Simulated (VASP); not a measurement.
# KF (P1) in VASP: single point with r2SCAN

Aim: the single point of KF with r2SCAN.

Program: VASP 6.6.1. These are calculated values, not measurements. Logs are shortened: lines on timing, memory, paths and dates and some standing lists are left out, and cuts for length are marked.

## 1. The cell of the first run

The typed cell holds 2 atoms: a = 3.754 Å, b = 3.916 Å, c = 3.937 Å, α = 58.00°, β = 60.82°, γ = 61.07°.

## 2. Single point, r2SCAN

Contents of POSCAR:

```
KF
1.0
    0.0203770000      2.6632250000      2.6452640000
    2.8630100000     -0.0055370000      2.6711780000
    2.8694470000      2.6955760000     -0.0119740000
K F
1 1
Direct
    0.0101880000      0.0143370000      0.9881180000
    0.4785790000      0.4928500000      0.5210760000
```

Contents of INCAR.step1:

```
SYSTEM = KF
ALGO     = Normal         ! electronic algorithm
EDIFF    = 1E-4           ! SCF threshold, eV
ENCUT    = 520            ! plane-wave cutoff, eV
GGA      = PE             ! functional
ISMEAR   = 1              ! smearing method
LASPH    = .TRUE.         ! aspherical terms in the spheres
LCHARG   = .FALSE.        ! write CHGCAR
LREAL    = .FALSE.        ! projectors in reciprocal space
LWAVE    = .TRUE.         ! write WAVECAR
NBANDS   = 15             ! bands
NELM     = 100            ! most SCF steps
PREC     = Accurate       ! precision mode
SIGMA    = 0.0286         ! smearing width, eV
```

Contents of INCAR.step2:

```
SYSTEM = KF
ALGO     = Normal         ! electronic algorithm
EDIFF    = 1E-7           ! SCF threshold, eV
ENCUT    = 520            ! plane-wave cutoff, eV
ISIF     = 2              ! what is computed and relaxed
ISMEAR   = 1              ! smearing method
ISTART   = 1            
LASPH    = .TRUE.         ! aspherical terms in the spheres
LCHARG   = .FALSE.        ! write CHGCAR
LMIXTAU  = .TRUE.       
LREAL    = .FALSE.        ! projectors in reciprocal space
LWAVE    = .FALSE.        ! write WAVECAR
METAGGA  = R2SCAN         ! meta-GGA
NBANDS   = 15             ! bands
NELM     = 100            ! most SCF steps
PREC     = Accurate       ! precision mode
SIGMA    = 0.0286         ! smearing width, eV
```

Contents of KPOINTS:

```
Automatic mesh
0
Gamma
  6 6 6
  0.5 0.5 0
```

Potentials or basis: VASP PAW PBE potentials, release 64 (K_sv, F).

Launch:

```
$ cat potpaw_PBE.64/K_sv/POTCAR potpaw_PBE.64/F/POTCAR > POTCAR
$ cp INCAR.step1 INCAR
$ mpirun -np 1 vasp_std > vasp.out
$ cp INCAR.step2 INCAR
$ mpirun -np 1 vasp_std > vasp.out
```

OUTCAR:

```text
SYSTEM = KF
   EDIFF = 1E-7
   ENCUT = 520
   ISIF = 2
   ISMEAR = 1
   ISTART = 1
   LASPH = .TRUE.
   LREAL = .FALSE.
   METAGGA = R2SCAN
   NELM = 100
   PREC = Accurate

 ion  position               nearest neighbor table
   1  0.010  0.014  0.988-   2 2.52   2 2.68   2 2.69   2 2.81   2 2.83
   2  0.479  0.493  0.521-   1 2.52   1 2.68   1 2.69   1 2.81   1 2.83

  LATTYP: Found a triclinic cell.
 ALAT       =     3.8072769178
 B/A-ratio  =     1.4090224925
 C/A-ratio  =     1.0284557982
 COS(alpha) =     0.0025773844
 COS(beta)  =     0.4805328005
 COS(gamma) =     0.7144198742

  Lattice vectors:

 A1 = (  -0.0064370000,  -2.7011130000,   2.6831520000)
 A2 = (  -0.0268140000,  -5.3643380000,   0.0378880000)
 A3 = (   2.8630100000,  -0.0055370000,   2.6711780000)

Analysis of symmetry for initial positions (statically):
=====================================================================
 Subroutine PRICEL returns:
 Original cell was already a primitive cell.

 Routine SETGRP: Setting up the symmetry group for a
 triclinic supercell.

 Subroutine GETGRP returns: Found  1 space group operations
 (whereof  1 operations were pure point group operations)
 out of a pool of  2 trial point group operations.

The static configuration has the point symmetry C_1 .

Analysis of symmetry for dynamics (positions and initial velocities):
=====================================================================
 Subroutine PRICEL returns:
 Original cell was already a primitive cell.

 Routine SETGRP: Setting up the symmetry group for a
 triclinic supercell.

 Subroutine GETGRP returns: Found  1 space group operations
 (whereof  1 operations were pure point group operations)
 out of a pool of  2 trial point group operations.

The dynamic configuration has the point symmetry C_1 .

 Subroutine INISYM returns: Found  1 space group operations
 (whereof  1 operations are pure point group operations),
 and found     1 'primitive' translations

----------------------------------------------------------------------------------------

                                     Primitive cell

  volume of cell :      40.8144

  direct lattice vectors                    reciprocal lattice vectors
     0.020377000  2.663225000  2.645264000    -0.176415490  0.188636374  0.189475876
     2.863010000 -0.005537000  2.671178000     0.175486960 -0.185980535  0.185891507
     2.869447000  2.695576000 -0.011974000     0.174658705  0.184223750 -0.186820037

  length of vectors
     3.753745363  3.915616021  3.937003865     0.320323608  0.316133018  0.315191655

  position of ions in fractional coordinates (direct lattice)
     0.010188000  0.014337000  0.988118000
     0.478579000  0.492850000  0.521076000

  ion indices of the primitive-cell ions
   primitive index   ion index
                 1           1
                 2           2

----------------------------------------------------------------------------------------

 KPOINTS: Automatic mesh

Automatic generation of k-mesh.
 Grid dimensions read from file:
 generate k-points for:    6    6    6

 Generating k-lattice:

  Cartesian coordinates                     Fractional coordinates (reciprocal lattice)
    -0.029402582  0.031439396  0.031579313     0.166666667  0.000000000 -0.000000000
     0.029247827 -0.030996756  0.030981918    -0.000000000  0.166666667 -0.000000000
     0.029109784  0.030703958 -0.031136673     0.000000000  0.000000000  0.166666667

  Length of vectors
     0.053387268  0.052688836  0.052531943

  Shift w.r.t. Gamma in fractional coordinates (k-lattice)
     0.500000000  0.500000000  0.000000000

 Subroutine IBZKPT returns following result:
 ===========================================

 Found    108 irreducible k-points:

 Following reciprocal coordinates:
            Coordinates               Weight
  0.083333  0.083333 -0.000000      2.000000
  0.250000  0.083333  0.000000      2.000000
  0.416667  0.083333  0.000000      2.000000
 -0.416667  0.083333 -0.000000      2.000000
 -0.250000  0.083333 -0.000000      2.000000
 -0.083333  0.083333 -0.000000      2.000000
[... 16 lines left out ...]
 -0.250000  0.083333  0.166667      2.000000
 -0.083333  0.083333  0.166667      2.000000
 [... further k-points ...]
   k-points           NKPTS =    108   k-points in BZ     NKDIM =    108   number of bands    NBANDS=     15
   number of dos      NEDOS =    301   number of ions     NIONS =      2
   total plane-waves  NPLWV =  25200
   dimension x,y,z NGX =    28 NGY =   30 NGZ =   30
   dimension x,y,z NGXF=    56 NGYF=   60 NGZF=   60
   ions per type =               1   1
   NGX,Y,Z   is equivalent  to a cutoff of  12.40, 12.74, 12.67 a.u.
   NGXF,Y,Z  is equivalent  to a cutoff of  24.80, 25.47, 25.34 a.u.
 SYSTEM =  KF
   PREC   = accura    normal or accurate (medium, high low for compatibility)
   ISTART =      1    job   : 0-new  1-cont  2-samecut
   ICHARG =      0    charge: 1-file 2-atom 10-const
   ISPIN  =      1    spin polarized calculation?
   LNONCOLLINEAR =      F non collinear calculations
   LSORBIT =      F    spin-orbit coupling
   LASPH  =      T    aspherical Exc in radial PAW
   ENCUT  =  520.0 eV  38.22 Ry    6.18 a.u.   6.98  7.28  7.32*2*pi/ulx,y,z
   NELM   =    100;   NELMIN=  2; NELMDL=  0     # of ELM steps
   EDIFF  = 0.1E-06   stopping-criterion for ELM
   LREAL  =      F    real-space projection
   EDIFFG = 0.1E-05   stopping-criterion for IOM
   NSW    =      0    number of steps for IOM
   IBRION =     -1    ionic relax: 0-MD 1-quasi-New 2-CG
   NFREE  =      0    steps in history (QN), initial steepest desc. (CG)
   ISIF   =      2    stress and relaxation
   ISYM   =      2    0-nonsym 1-usesym 2-fastsym
   POTIM  = 0.5000    time-step for ionic-motion
   TEBEG  =    0.0;   TEEND  =   0.0 temperature during run
   PSTRESS=    0.0 pullay stress
   NELECT =      16.0000    total number of electrons
   NUPDOWN=      -1.0000    fix difference up-down
   EMIN   =  10.00;   EMAX   =-10.00  energy-range for DOS
   EFERMI =   0.00;   METHOD = LEGACY
   ISMEAR =     1;   SIGMA  =   0.03  broadening in eV -4-tet -1-fermi 0-gaus
   EFERMI_NEDOS =   21; number of points for ismear=-14 and -15
   IALGO  =     38    algorithm
   IMIX   =      4    mixing-type and parameters
     AMIX     =   0.40;   BMIX     =  1.00
     AMIX_MAG =   1.60;   BMIX_MAG =  1.00
  volume/ion in A,a.u.               =      20.41       137.71
  Fermi-wavevector in a.u.,A,eV,Ry     =   1.198147  2.264170 19.531942  1.435557
  Thomas-Fermi vector in A             =   2.334044
   LORBIT       =      0    0 simple, 1 ext, 2 COOP (PROOUT), +10 PAW based schemes
   METAGGA = R2SCAN    functional components
   LHFCALC =     F    Hartree Fock is set to
   AEXX    =    0.0000 exact exchange contribution
   IVDW    =     0    specifies the selected vdW correction
   LEPSILON=     F    determine dielectric tensor
   LRPA    =     F    only Hartree local field effects (RPA)
 non-spin polarized calculation
 Methfessel and Paxton  Order N= 1 SIGMA  =   0.03
  energy-cutoff  :      520.00
  volume of cell :       40.81
 maximum number of plane-waves:      1111
   NGX = 13   NGY = 15   NGZ = 15

 number of electron      16.0000000 magnetization

 Free energy of the ion-electron system (eV)
  ---------------------------------------------------
  ext. energy  EPLUGINS =         0.00000000
  ---------------------------------------------------
  free energy    TOTEN  =       -14.91727426 eV

  energy without entropy =      -14.91737849  energy(sigma->0) =      -14.91730900

 E-fermi :  -3.4808     XC(G=0):  -8.5512

 val. band max:       -3.4994766479   @ k =  -0.0833   0.0833  -0.0000
 cond. band min:       3.1871721431   @ k =   0.0833   0.0833  -0.0000
 fundamental gap:      6.6866487910
 Fermi energy:        -3.4807786249

 k-point     1 :       0.0833    0.0833   -0.0000
  band No.  band energies     occupation
      1     -30.8011      2.00000
      2     -23.2889      2.00000
      3     -13.3768      2.00000
      4     -13.3390      2.00000
      5     -13.3215      2.00000
      6      -3.6082      2.00000
      7      -3.5786      2.00001
      8      -3.5199      2.06580
      9       3.1872      0.00000
     10       7.5859      0.00000
     11       7.7653      0.00000
     12       8.1007      0.00000
     13       9.3623      0.00000
     14       9.9882      0.00000
     15      13.7663      0.00000

 k-point     2 :       0.2500    0.0833    0.0000
  band No.  band energies     occupation
      1     -30.7730      2.00000
      2     -23.3113      2.00000
      3     -13.4470      2.00000
      4     -13.3875      2.00000
      5     -13.3282      2.00000
      6      -3.8870      2.00000
      7      -3.6653      2.00000
      8      -3.6281      2.00000
      9       4.2497      0.00000
     10       6.9592      0.00000
     11       8.4130      0.00000
     12       8.5857      0.00000
     13       9.7991      0.00000
     14      10.2888      0.00000
     15      15.3102      0.00000

 k-point     3 :       0.4167    0.0833    0.0000
  band No.  band energies     occupation
      1     -30.7400      2.00000
      2     -23.3357      2.00000
      3     -13.5615      2.00000
      4     -13.4131      2.00000
      5     -13.3473      2.00000
      6      -4.1230      2.00000
      7      -3.7945      2.00000
      8      -3.7666      2.00000
      9       5.6823      0.00000
     10       6.8705      0.00000
     11       8.9753      0.00000
     12       9.1747      0.00000
     13      10.8693      0.00000
     14      11.0507      0.00000
     15      13.7238      0.00000
[... 343 lines left out ...]
 k-point    23 :      -0.2500    0.0833    0.1667
  band No.  band energies     occupation
      1     -30.7508      2.00000
      2     -23.3187      2.00000
      3     -13.5526      2.00000
      4     -13.4307      2.00000
      5     -13.3510      2.00000
      6      -4.0202      2.00000
      7      -3.7604      2.00000
      8      -3.6629      2.00000
      9       5.4486      0.00000
     10       6.7585      0.00000
     11       8.7480      0.00000
     12       9.1618      0.00000
     13      10.2143      0.00000
     14      10.9454      0.00000
     15      13.9951      0.00000

 k-point    24 :      -0.0833    0.0833    0.1667
  band No.  band energies     occupation
      1     -30.7836      2.00000
      2     -23.2960      2.00000
      3     -13.4494      2.00000
      4     -13.3736      2.00000
      5     -13.3409      2.00000
      6      -3.8302      2.00000
      7      -3.5991      2.00000
      8      -3.5434      2.00826
      9       4.0389      0.00000
     10       6.9046      0.00000
     11       8.3992      0.00000
     12       8.5788      0.00000
     13       9.4761      0.00000
     14      10.2220      0.00000
     15      15.0570      0.00000

 [... further k-points ...]

------------------------ aborting loop because EDIFF is reached ----------------------------------------

  FORCE on cell =-STRESS in cart. coord.  units (eV):
  Direction    XX          YY          ZZ          XY          YZ          ZX
  --------------------------------------------------------------------------------------
  -------------------------------------------------------------------------------------
  Total       -0.9213970     -0.4004512     -0.0406415     -0.0298360      0.0501425     -0.0049119
  in kB      -36.1695970    -15.7197790     -1.5953906     -1.1712182      1.9683528     -0.1928185
  external PRESSURE =     -17.8282555 kB  Pullay stress =       0.0000000 kB

 VOLUME and BASIS-vectors are now :
 -----------------------------------------------------------------------------
  energy-cutoff  :      520.00
  volume of cell :       40.81
      direct lattice vectors                 reciprocal lattice vectors
     0.020377000  2.663225000  2.645264000    -0.176415490  0.188636374  0.189475876
     2.863010000 -0.005537000  2.671178000     0.175486960 -0.185980535  0.185891507
     2.869447000  2.695576000 -0.011974000     0.174658705  0.184223750 -0.186820037

 POSITION                                       TOTAL-FORCE (eV/Angst)
 -----------------------------------------------------------------------------------
      2.87661      2.69060      0.05341         0.009555      0.010102     -0.280491
      2.91599      2.67643      2.57622        -0.009555     -0.010102      0.280491
 -----------------------------------------------------------------------------------
    total drift:                                0.000642      0.000883      0.000491

  FREE ENERGIE OF THE ION-ELECTRON SYSTEM (eV)
  ---------------------------------------------------
  free  energy   TOTEN  =       -14.9172742635 eV

  energy  without entropy=      -14.9173784857  energy(sigma->0) =      -14.91730900
```

Run time: 7.1 min. Hardware: 1 thread of Intel Xeon 8259CL, shared host; peak memory 0.21 GiB.

Results:

* Free energy: -14.9173 eV
* Pressure: -1.8 GPa
* Largest force: 0.281 eV/Å
* Band gap on the k mesh: 6.69 eV (least direct gap 6.71 eV)

Forces on the atoms (eV/Å):
```
K    0.010  0.010 -0.280
F   -0.010 -0.010  0.280
```

Stress tensor (GPa, compression positive):
```
-3.62 -0.12 -0.02
-0.12 -1.57  0.20
-0.02  0.20 -0.16
```

Levels at points of the mesh, in eV from the valence-band top:
```
           k point  band 5  band 6  band 7  band 8  band 9  band 10  band 11  band 12
(0.08, 0.08, 0.00)   -9.82   -0.11   -0.08   -0.02    6.69    11.09    11.26    11.60
```

Caveat: the PAW data sets were made with another functional, which shifts forces and pressure a little; a shifted mesh leaves out Γ, where band edges can lie.
